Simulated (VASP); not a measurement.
Here is a VASP 6.6.1 calculation.

Contents of INCAR:

```
SYSTEM = AlN
PREC = Accurate
ENCUT = 600
EDIFF = 1E-6
ISMEAR = 0
SIGMA = 0.15
LREAL = .FALSE.
LASPH = .TRUE.
NELM = 120
ALGO = Normal
ISIF = 2
LWAVE = .FALSE.
LCHARG = .TRUE.
GGA = PE
LELF = .TRUE.
LVHAR = .TRUE.
NBANDS = 16
GGA_COMPAT = .FALSE.
```

The input KPOINTS:

```
Automatic mesh
0
G
  4 4 4
  0 0 0
```

POSCAR

```
AlN
1.0
    2.4118375960      1.3924750874      3.5005079691
   -2.4118375960      1.3924750874      3.5005079691
    0.0000000000     -2.7849501684      3.5005079717
Al N
2 2
Direct
    0.4555763126      0.4555763126      0.4555763126
    0.7298513936      0.7298513936      0.7298513936
    0.1692561528      0.1692561528      0.1692561528
    0.2816150411      0.2816150411      0.2816150411
```

Potentials or basis: VASP PAW PBE potentials, release 64 (Al, N).

Command:

```console
$ cat potpaw_PBE.64/Al/POTCAR potpaw_PBE.64/N/POTCAR > POTCAR
$ mpirun -np 1 vasp_std > vasp.out
```

**Question.** What does it give for the pressure?

**Answer.** 0.5 GPa.

**Question.** What does it give for the largest force?

**Answer.** 0.527 eV/Å.

**Question.** Estimate the band gap on the k mesh.

**Answer.** Zero (band 8 reaches 4.53 eV, above the bottom of band 9 at 3.31 eV).

Stress tensor (GPa, compression positive):
```
-0.22  0.00  0.00
 0.00 -0.22  0.00
 0.00  0.00  1.83
```

Caveat: the k points lie up to 0.40 Å⁻¹ apart; the standard files for N, O and F lose accuracy on very short bonds.
